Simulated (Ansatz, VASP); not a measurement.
# Two plane-wave programs on InSb

```
In Sb
1.0
     0.00000    2.97416    2.97416
     2.97416    0.00000    2.97416
     2.97416    2.97416    0.00000
In Sb
1 1
Direct
  0.00000 0.00000 0.00000
  0.25000 0.25000 0.25000
```

Change from the starting cell: volume scaled by 0.72, PAW files.

Alike in both runs: task single point; functional PBE; k mesh 11 × 11 × 11; occupations fermi-dirac, width 0.1 eV; no spin polarisation.

```csv
,VASP,Ansatz
version,VASP 6.6.1,Ansatz 0.2.0
potentials or method,"VASP PAW PBE potentials, release 64 (In_d, Sb)","PAW with Ansatz's default frozen-core files, scalar-relativistic"
plane-wave cutoff (eV),520,420
valence electrons in the cell,18,28
```

```csv
,VASP,Ansatz,Ansatz less VASP
pressure (GPa),26.4,26.5,+0.07
```

VASP's potentials hold 18 valence electrons a cell and Ansatz's 28, so a difference there can come from the potentials and not from the codes.

Neither program's run includes spin-orbit coupling.
